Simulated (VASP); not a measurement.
Wanted: the native input for a VASP 6.6.1 run.

| Property | Result |
| --- | --- |
| Task | single point |
| Functional | PBE |
| Potentials or basis | VASP PAW PBE potentials, release 64 (Zn, S) |
| Cutoff | 520 eV |
| k mesh | 4 × 7 × 3 |
| Occupations | gaussian, width 0.05 eV |
| Spin | no spin polarisation |
| Dipole correction | no |
| Further INCAR settings | LREAL = Auto; ALGO = Normal; EDIFF = 1e-07; NBANDS = 86; ISYM = 0 |

The structure of ZnS lies in POSCAR:

```
ZnS
1.0
   -1.9227464936     -3.3302946170      6.3053333075
    1.9227464936     -3.3302946170      0.0000000000
   11.1452830778      4.2145357739      7.2393944971
Zn S
8 8
Direct
    0.6738613622      1.0086093522      0.1514699335
    0.9377442766      0.5560980200      0.7926096835
    0.4284890003      0.5244389081      0.3651831835
    0.1831166384      1.0402684640      0.5788964335
    0.9693843940      0.2718006488      0.3295643085
    0.2147567559      0.7559710928      0.1158510585
    0.7240120321      0.7876302047      0.5432775585
    0.4786396702      0.3034597606      0.7569908085
    0.9565150072      0.8272582674      0.2315184581
    0.2018873690      0.3114287114      0.0178052081
    0.7111426453      0.3430878233      0.4452317081
    0.4657702834      0.8589173792      0.6589449581
    0.2520380390      0.0904495640      0.4096128331
    0.4974104008      0.5746200081      0.1958995831
    1.0066656771      0.6062791199      0.6233260831
    0.7612933152      0.1221086758      0.8370393331
```

This cell differs from its parent crystal: the distance across one plane changed.

One way to write it, as run:

INCAR

```
  PREC = Accurate
  ENCUT = 520
  EDIFF = 1E-7
  ISMEAR = 0
  SIGMA = 0.05
  LREAL = Auto
  LASPH = T
  NELM = 80
  ALGO = Normal
  ISIF = 2
  LWAVE = F
  LCHARG = T
  GGA = PE
  LELF = T
  LVHAR = T
  NBANDS = 86
  ISYM = 0
  LUSENCCL = F
```

KPOINTS

```
Automatic mesh
0
Gamma
  4 7 3
```

Potentials or basis: VASP PAW PBE potentials, release 64 (Zn, S).

Launch:

```bash
$ cat potpaw_PBE.64/Zn/POTCAR potpaw_PBE.64/S/POTCAR > POTCAR
$ mpirun -np 1 vasp_std > vasp.out
```

It gave:

```json
{"Pressure": "-1.4 GPa", "Largest force": "1.497 eV/Å", "Band gap on the k mesh": "zero (filled and empty bands touch)"}
```

Caveat: the cell differs from its parent crystal (the distance across one plane changed); semilocal functionals underestimate gaps, and a narrow one can read as zero; forces of over 1 eV/Å act on the atoms, so gaps and moduli don't describe the material at rest.

It took 3.4 min on 1 × NVIDIA H100 80GB with 1 thread of AMD EPYC 7R13 Processor (Zen 3) (shared host), peak memory 2 GiB.
